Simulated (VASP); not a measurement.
Runs of VASP 6.6.1 on O. The structure is that of space group P4/mmm (No. 123), or close to it. The cells are those of the table. 

```csv
cell,gap on the mesh (eV),pressure (GPa)
"a = 1.822, b = 1.822, c = 3.132 Å, 1 atom",none,(a)
"a = 1.760, b = 1.760, c = 3.026 Å, 1 atom",none,5.0
"a = 1.727, b = 1.727, c = 2.969 Å, 1 atom",none,15.9
"a = 1.776, b = 1.776, c = 3.053 Å, 1 atom",none,(b)
"a = 1.791, b = 1.791, c = 3.080 Å, 1 atom",none,-3.8
```

Alike in all rows: task single point; level r2SCAN+D3(BJ); potentials or basis VASP PAW PBE potentials, release 64 (O); no spin polarisation; k mesh 16 × 16 × 9; cutoff (eV) 520; smearing methfessel-paxton 0.02 eV.

Problem. Estimate the missing entries.

Solution. (a) -9.8; (b) 0.1.

Caveats: three body term missing; the PAW data sets were made with another functional, which shifts forces and pressure a little; pairwise dispersion overbinds metals, which lowers pressure and volume.

A gap of «none» marks levels without a gap at the run's occupations.
